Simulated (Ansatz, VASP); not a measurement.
**Te in VASP and in Ansatz**

File INCAR:

```
ALGO     = Normal         # electronic algorithm
EDIFF    = 1E-6           # SCF threshold, eV
EDIFFG   = -0.01          # ionic threshold
ENCUT    = 600            # plane-wave cutoff, eV
GGA      = PE             # functional
IBRION   = 2              # ionic algorithm
ISIF     = 3              # what is computed and relaxed
ISMEAR   = 0              # smearing method
LASPH    = T              # aspherical terms in the spheres
LCHARG   = F              # write CHGCAR
LREAL    = F              # projectors in reciprocal space
LWAVE    = F              # write WAVECAR
NELM     = 100            # most SCF steps
NSW      = 100            # ionic steps
PREC     = Accurate       # precision mode
SIGMA    = 0.1            # smearing width, eV
```

KPOINTS

```
k-points
0
Gamma
  12 12 4
```

Contents of POSCAR:

```
Te
1.0
    4.9688152278      0.0000000000      0.0000000000
   -2.4844076139      4.3031202140      0.0000000000
    0.0000000000      0.0000000000     10.9805615958
Te
4
Direct
    0.3333333333      0.6666666667      0.4662395071
    0.6666666667      0.3333333333      0.9662395071
    0.6666666667      0.3333333333      0.5337604929
    0.3333333333      0.6666666667      0.0337604929
```

Input for Ansatz:

```yaml
crystal:
  lattice:
    - [4.9688152278, 0.0, 0.0]
    - [-2.4844076139, 4.303120214, 0.0]
    - [0.0, 0.0, 10.9805615958]
  atoms:
    - { symbol: Te, position: [0.3333333333, 0.6666666667, 0.4662395071] }
    - { symbol: Te, position: [0.6666666667, 0.3333333333, 0.9662395071] }
    - { symbol: Te, position: [0.6666666667, 0.3333333333, 0.5337604929] }
    - { symbol: Te, position: [0.3333333333, 0.6666666667, 0.0337604929] }
basis:
  ecutwfc: 420
kpoints:
  mp_grid: { grid: [12, 12, 4] }
hamiltonian:
  xc: pbe
scf:
  occupations: { method: gaussian, width: 0.1 }
output:
  forces: true
  stress: true
  eigenvalues: true
relax:
  adjacent_minimum: "off"
  f_tol: 0.01
  max_steps: 80
  cell: { stress_tol: 0.05 }
```

Alike in both runs: task relaxation of cell and atoms; functional PBE; k mesh 12 × 12 × 4; occupations gaussian, width 0.1 eV; no spin polarisation.

|  | VASP | Ansatz |
| --- | --- | --- |
| version | VASP 6.6.1 | Ansatz 0.2.0 |
| potentials or method | VASP PAW PBE potentials, release 64 (Te), cutoff 600 eV | scalar-relativistic, plane waves, PAW |
| valence electrons in the cell | 24 | 64 |

|  | VASP | Ansatz | Ansatz less VASP |
| --- | --- | --- | --- |
| gap on the k mesh at the Fermi level, each at its own relaxed structure (eV) | none | none | - |
| relaxed volume (Å³/atom) | 58.69 | 58.69 | 0.000 |
| relaxed length of the cell vector where the two differ most in proportion (Å) | 4.969 | 4.969 | 0.0000 |

A gap of «none» marks a metal or a gap that the smearing closes. VASP's potentials hold 24 valence electrons a cell and Ansatz's 64, so a difference there can come from the potentials and not from the codes.

Neither program's run includes spin-orbit coupling. Noted on VASP's run: the relaxation stopped at its first step, so nothing moved; too few bands were computed for a metal, which touches its energy and stress.
